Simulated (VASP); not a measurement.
# Se (R-3) in VASP: single point with PBEsol

Aim: the single point of Se with PBEsol.

Program: VASP 6.6.1. These are calculated values, not measurements. Logs are shortened: lines on timing, memory, paths and dates and some standing lists are left out, and cuts for length are marked.

**1. The cell of the first run**

It takes space group R-3 (No. 148, trigonal). The conventional cell has a = 10.699 Å, b = 10.699 Å, c = 4.562 Å, α = 90.00°, β = 90.00°, γ = 120.00°. Se (site symmetry 1) has 5 Se at 2.43 to 3.21 Å within 3.3 Å.

**2. Single point, PBEsol**

File INCAR:

```
ALGO = Normal
EDIFF = 1E-7
ENCUT = 520
GGA = PS
ISIF = 2
ISMEAR = 0
LASPH = T
LCHARG = F
LREAL = F
LWAVE = F
NBANDS = 27
NELM = 60
PREC = Accurate
SIGMA = 0.02
```

File KPOINTS:

```
k-points
0
Gamma
  9 9 9
```

File POSCAR:

```
Se
1.0
    5.3496002811      3.0885931623      1.5206257987
   -5.3496002811      3.0885931623      1.5206257987
    0.0000000000     -6.1771863247      1.5206257986
Se
6
Direct
    0.3031176091      0.1675517938      0.9095726441
    0.9095726441      0.3031176091      0.1675517938
    0.1675517938      0.9095726441      0.3031176091
    0.6968823909      0.8324482062      0.0904273559
    0.0904273559      0.6968823909      0.8324482062
    0.8324482062      0.0904273559      0.6968823909
```

Potentials or basis: VASP PAW PBE potentials, release 64 (Se).

The run is started by

```sh
$ cat potpaw_PBE.64/Se/POTCAR > POTCAR
$ mpirun -np 1 vasp_std > vasp.out
```

OUTCAR:

```text
EDIFF = 1E-7
   ENCUT = 520
   GGA = PS
   ISIF = 2
   ISMEAR = 0
   LASPH = T
   LREAL = F
   NELM = 60
   PREC = Accurate

 ion  position               nearest neighbor table
   1  0.303  0.168  0.910-   5 2.43   6 2.43
   2  0.910  0.303  0.168-   4 2.43   6 2.43
   3  0.168  0.910  0.303-   4 2.43   5 2.43
   4  0.697  0.832  0.090-   2 2.43   3 2.43
   5  0.090  0.697  0.832-   1 2.43   3 2.43
   6  0.832  0.090  0.697-   1 2.43   2 2.43

  LATTYP: Found a trigonal (rhomboedric) cell.
 ALAT       =     6.3615983612
 COS(alpha) =    -0.4142955298

  Lattice vectors:

 A1 = (   5.3496002811,   3.0885931623,   1.5206257987)
 A2 = (  -5.3496002811,   3.0885931623,   1.5206257987)
 A3 = (   0.0000000000,  -6.1771863247,   1.5206257986)

Analysis of symmetry for initial positions (statically):
=====================================================================
 Subroutine PRICEL returns:
 Original cell was already a primitive cell.

 Routine SETGRP: Setting up the symmetry group for a
 trigonal (rhombohedral) supercell.

 Subroutine GETGRP returns: Found  6 space group operations
 (whereof  6 operations were pure point group operations)
 out of a pool of 12 trial point group operations.

The static configuration has the point symmetry S_6 .

Analysis of symmetry for dynamics (positions and initial velocities):
=====================================================================
 Subroutine PRICEL returns:
 Original cell was already a primitive cell.

 Routine SETGRP: Setting up the symmetry group for a
 trigonal (rhombohedral) supercell.

 Subroutine GETGRP returns: Found  6 space group operations
 (whereof  6 operations were pure point group operations)
 out of a pool of 12 trial point group operations.

The dynamic configuration has the point symmetry S_6 .

 Subroutine INISYM returns: Found  6 space group operations
 (whereof  6 operations are pure point group operations),
 and found     1 'primitive' translations

----------------------------------------------------------------------------------------

                                     Primitive cell

  volume of cell :     150.7494

  direct lattice vectors                    reciprocal lattice vectors
     5.349600281  3.088593162  1.520625799     0.093464927  0.053962001  0.219207996
    -5.349600281  3.088593162  1.520625799    -0.093464927  0.053962001  0.219207996
     0.000000000 -6.177186325  1.520625799     0.000000000 -0.107924002  0.219207996

  length of vectors
     6.361598361  6.361598361  6.361598361     0.244335293  0.244335293  0.244335293

  position of ions in fractional coordinates (direct lattice)
     0.303117609  0.167551794  0.909572644
     0.909572644  0.303117609  0.167551794
     0.167551794  0.909572644  0.303117609
     0.696882391  0.832448206  0.090427356
     0.090427356  0.696882391  0.832448206
     0.832448206  0.090427356  0.696882391

  ion indices of the primitive-cell ions
   primitive index   ion index
                 1           1
                 2           2
                 3           3
                 4           4
                 5           5
                 6           6

----------------------------------------------------------------------------------------

 KPOINTS: k-points

Automatic generation of k-mesh.
 Grid dimensions read from file:
 generate k-points for:    9    9    9

 Generating k-lattice:

  Cartesian coordinates                     Fractional coordinates (reciprocal lattice)
     0.010384992  0.005995778  0.024356444     0.111111111 -0.000000000 -0.000000000
    -0.010384992  0.005995778  0.024356444    -0.000000000  0.111111111 -0.000000000
     0.000000000 -0.011991556  0.024356444    -0.000000000 -0.000000000  0.111111111

  Length of vectors
     0.027148366  0.027148366  0.027148366

  Shift w.r.t. Gamma in fractional coordinates (k-lattice)
     0.000000000  0.000000000  0.000000000

 Subroutine IBZKPT returns following result:
 ===========================================

 Found    125 irreducible k-points:

 Following reciprocal coordinates:
            Coordinates               Weight
  0.000000  0.000000  0.000000      1.000000
  0.111111  0.000000  0.000000      6.000000
  0.222222  0.000000  0.000000      6.000000
  0.333333  0.000000  0.000000      6.000000
  0.444444  0.000000  0.000000      6.000000
  0.111111  0.111111  0.000000      6.000000
[... 16 lines left out ...]
  0.444444  0.222222 -0.000000      6.000000
 -0.444444  0.000000 -0.222222      6.000000
 [... further k-points ...]
   k-points           NKPTS =    125   k-points in BZ     NKDIM =    125   number of bands    NBANDS=     27
   number of dos      NEDOS =    301   number of ions     NIONS =      6
   total plane-waves  NPLWV = 110592
   dimension x,y,z NGX =    48 NGY =   48 NGZ =   48
   dimension x,y,z NGXF=    96 NGYF=   96 NGZF=   96
   ions per type =               6
   NGX,Y,Z   is equivalent  to a cutoff of  12.54, 12.54, 12.54 a.u.
   NGXF,Y,Z  is equivalent  to a cutoff of  25.09, 25.09, 25.09 a.u.
 SYSTEM =  unknown system
   PREC   = accura    normal or accurate (medium, high low for compatibility)
   ISTART =      0    job   : 0-new  1-cont  2-samecut
   ICHARG =      2    charge: 1-file 2-atom 10-const
   ISPIN  =      1    spin polarized calculation?
   LNONCOLLINEAR =      F non collinear calculations
   LSORBIT =      F    spin-orbit coupling
   LASPH  =      T    aspherical Exc in radial PAW
   ENCUT  =  520.0 eV  38.22 Ry    6.18 a.u.  11.83 11.83 11.83*2*pi/ulx,y,z
   NELM   =     60;   NELMIN=  2; NELMDL= -5     # of ELM steps
   EDIFF  = 0.1E-06   stopping-criterion for ELM
   LREAL  =      F    real-space projection
   EDIFFG = 0.1E-05   stopping-criterion for IOM
   NSW    =      0    number of steps for IOM
   IBRION =     -1    ionic relax: 0-MD 1-quasi-New 2-CG
   NFREE  =      0    steps in history (QN), initial steepest desc. (CG)
   ISIF   =      2    stress and relaxation
   ISYM   =      2    0-nonsym 1-usesym 2-fastsym
   POTIM  = 0.5000    time-step for ionic-motion
   TEBEG  =    0.0;   TEEND  =   0.0 temperature during run
   PSTRESS=    0.0 pullay stress
   NELECT =      36.0000    total number of electrons
   NUPDOWN=      -1.0000    fix difference up-down
   EMIN   =  10.00;   EMAX   =-10.00  energy-range for DOS
   EFERMI =   0.00;   METHOD = LEGACY
   ISMEAR =     0;   SIGMA  =   0.02  broadening in eV -4-tet -1-fermi 0-gaus
   EFERMI_NEDOS =   21; number of points for ismear=-14 and -15
   IALGO  =     38    algorithm
   IMIX   =      4    mixing-type and parameters
     AMIX     =   0.40;   BMIX     =  1.00
     AMIX_MAG =   1.60;   BMIX_MAG =  1.00
  volume/ion in A,a.u.               =      25.12       169.55
  Fermi-wavevector in a.u.,A,eV,Ry     =   1.015681  1.919358 14.035864  1.031607
  Thomas-Fermi vector in A             =   2.148980
   LORBIT       =      0    0 simple, 1 ext, 2 COOP (PROOUT), +10 PAW based schemes
   GGA     = PS    functional components
   LHFCALC =     F    Hartree Fock is set to
   AEXX    =    0.0000 exact exchange contribution
   IVDW    =     0    specifies the selected vdW correction
   LEPSILON=     F    determine dielectric tensor
   LRPA    =     F    only Hartree local field effects (RPA)
 non-spin polarized calculation
 Gauss-broadening in eV      SIGMA  =   0.02
  energy-cutoff  :      520.00
  volume of cell :      150.75
 maximum number of plane-waves:      4110
   NGX = 23   NGY = 23   NGZ = 23

 number of electron      35.9999998 magnetization

 Free energy of the ion-electron system (eV)
  ---------------------------------------------------
  ext. energy  EPLUGINS =         0.00000000
  ---------------------------------------------------
  free energy    TOTEN  =       -22.91550549 eV

  energy without entropy =      -22.91550549  energy(sigma->0) =      -22.91550549

 E-fermi :   3.2148     XC(G=0):  -9.4303

 val. band max:        3.0804551747   @ k =   0.4444   0.0000   0.0000
 cond. band min:       4.0236824456   @ k =  -0.2222   0.2222   0.1111
 fundamental gap:      0.9432272710
 Fermi energy:         3.2148349818

 k-point     1 :       0.0000    0.0000    0.0000
  band No.  band energies     occupation
      1     -12.7870      2.00000
      2     -10.5181      2.00000
      3     -10.5181      2.00000
      4      -8.8751      2.00000
      5      -8.8751      2.00000
      6      -7.9682      2.00000
[... 19 lines left out ...]
     26       9.0279      0.00000
     27       9.6002      0.00000

 k-point     2 :       0.1111    0.0000    0.0000
  band No.  band energies     occupation
      1     -12.7358      2.00000
      2     -10.5923      2.00000
      3     -10.5354      2.00000
      4      -8.9231      2.00000
      5      -8.7933      2.00000
      6      -7.9232      2.00000
[... 19 lines left out ...]
     26       9.1995      0.00000
     27       9.5400      0.00000

 k-point     3 :       0.2222    0.0000    0.0000
  band No.  band energies     occupation
      1     -12.5917      2.00000
      2     -10.7765      2.00000
      3     -10.5815      2.00000
      4      -9.0178      2.00000
      5      -8.5972      2.00000
      6      -7.8546      2.00000
[... 19 lines left out ...]
     26       9.6115      0.00000
     27       9.7190      0.00000

 k-point     4 :       0.3333    0.0000    0.0000
  band No.  band energies     occupation
      1     -12.3886      2.00000
      2     -11.0039      2.00000
      3     -10.6371      2.00000
      4      -9.0972      2.00000
      5      -8.3766      2.00000
      6      -7.8435      2.00000
[... 19 lines left out ...]
     26       9.9801      0.00000
     27      10.1674      0.00000
[... 516 lines left out ...]
      4      -8.9168      2.00000
      5      -8.5592      2.00000
      6      -7.6333      2.00000
[... 19 lines left out ...]
     26      10.3752      0.00000
     27      10.8503      0.00000

 k-point    23 :       0.4444    0.2222   -0.0000
  band No.  band energies     occupation
      1     -12.1145      2.00000
      2     -11.3169      2.00000
      3     -10.8560      2.00000
      4      -9.1075      2.00000
      5      -8.3019      2.00000
      6      -7.5987      2.00000
[... 19 lines left out ...]
     26       9.5345      0.00000
     27      10.3515      0.00000

 k-point    24 :      -0.4444    0.0000   -0.2222
  band No.  band energies     occupation
      1     -12.1062      2.00000
      2     -11.3620      2.00000
      3     -10.8129      2.00000
      4      -8.9949      2.00000
      5      -8.5422      2.00000
      6      -7.4696      2.00000
[... 19 lines left out ...]
     26       9.8245      0.00000
     27      10.1148      0.00000

 [... further k-points ...]

------------------------ aborting loop because EDIFF is reached ----------------------------------------

  FORCE on cell =-STRESS in cart. coord.  units (eV):
  Direction    XX          YY          ZZ          XY          YZ          ZX
  --------------------------------------------------------------------------------------
  -------------------------------------------------------------------------------------
  Total        0.1808921      0.1808921      0.0921908      0.0000009     -0.0000000      0.0000000
  in kB        1.9225366      1.9225366      0.9798114      0.0000091     -0.0000000      0.0000000
  external PRESSURE =       1.6082949 kB  Pullay stress =       0.0000000 kB

 VOLUME and BASIS-vectors are now :
 -----------------------------------------------------------------------------
  energy-cutoff  :      520.00
  volume of cell :      150.75
      direct lattice vectors                 reciprocal lattice vectors
     5.349600281  3.088593162  1.520625799     0.093464927  0.053962001  0.219207996
    -5.349600281  3.088593162  1.520625799    -0.093464927  0.053962001  0.219207996
     0.000000000 -6.177186325  1.520625799     0.000000000 -0.107924002  0.219207996

 POSITION                                       TOTAL-FORCE (eV/Angst)
 -----------------------------------------------------------------------------------
      0.72522     -4.16489      2.09883         0.002477      0.020086      0.015793
      3.24429      2.71051      2.09883        -0.018633     -0.007897      0.015793
     -3.96951      1.45439      2.09883         0.016156     -0.012188      0.015793
     -0.72522      4.16489      2.46305        -0.002477     -0.020086     -0.015793
     -3.24429     -2.71051      2.46305         0.018633      0.007897     -0.015793
      3.96951     -1.45439      2.46305        -0.016156      0.012188     -0.015793
 -----------------------------------------------------------------------------------
    total drift:                                0.000000     -0.000000      0.000000

  FREE ENERGIE OF THE ION-ELECTRON SYSTEM (eV)
  ---------------------------------------------------
  free  energy   TOTEN  =       -22.9155054920 eV

  energy  without entropy=      -22.9155054920  energy(sigma->0) =      -22.91550549
```

Run time: 13 min. Hardware: 1 thread of Intel Xeon 8259CL, shared host; peak memory 0.55 GiB.

Results:

```
Free energy            : -22.9155 eV
Pressure               : 0.2 GPa
Largest force          : 0.026 eV/Å
Band gap on the k mesh : 0.94 eV (least direct gap 1.00 eV)
```

Forces on the atoms (eV/Å):
```
Se   0.002  0.020  0.016
Se  -0.019 -0.008  0.016
Se   0.016 -0.012  0.016
Se  -0.002 -0.020 -0.016
Se   0.019  0.008 -0.016
Se  -0.016  0.012 -0.016
```

Caveat: this functional lacks dispersion, which holds the molecules together, so the pressure and a relaxed volume are unreliable; the PAW data sets were made with another functional, which shifts forces and pressure a little. Expect the measured gap to be larger: semilocal functionals such as PBEsol lack the derivative discontinuity.
